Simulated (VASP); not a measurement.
A run of VASP 6.6.1:

The input INCAR:

```
PREC = Accurate
ENCUT = 520
EDIFF = 1E-6
ISMEAR = -1
SIGMA = 0.05
LREAL = F
LASPH = T
NELM = 80
ALGO = Normal
ISIF = 2
LWAVE = F
LCHARG = T
GGA = RE
LELF = T
LVHAR = T
NBANDS = 16
```

File KPOINTS:

```
regular mesh
0
Gamma
  10 10 10
```

POSCAR

```
GaN
1.0
    0.0000000000      2.2865041015      2.2865041015
    2.2865041015      0.0000000000      2.2865041015
    2.2865041015      2.2865041015      0.0000000000
Ga N
1 1
Direct
    0.0000000000      0.0000000000      0.0000000000
    0.2500000000      0.2500000000      0.2500000000
```

Potentials or basis: VASP PAW PBE potentials, release 64 (Ga_d, N).

Launch:

```console
$ cat potpaw_PBE.64/Ga_d/POTCAR potpaw_PBE.64/N/POTCAR > POTCAR
$ mpirun -np 1 vasp_std > vasp.out
```

Hardware: 1 thread of Intel(R) Xeon(R) Platinum 8488C (Sapphire Rapids) (shared host).

Q: How long does it take, and how much memory?

A: It took 9.9 s on 1 thread of Intel(R) Xeon(R) Platinum 8488C (Sapphire Rapids), on a shared host, peak memory 0.14 GiB. Counts: scf iterations 13, k points 47.
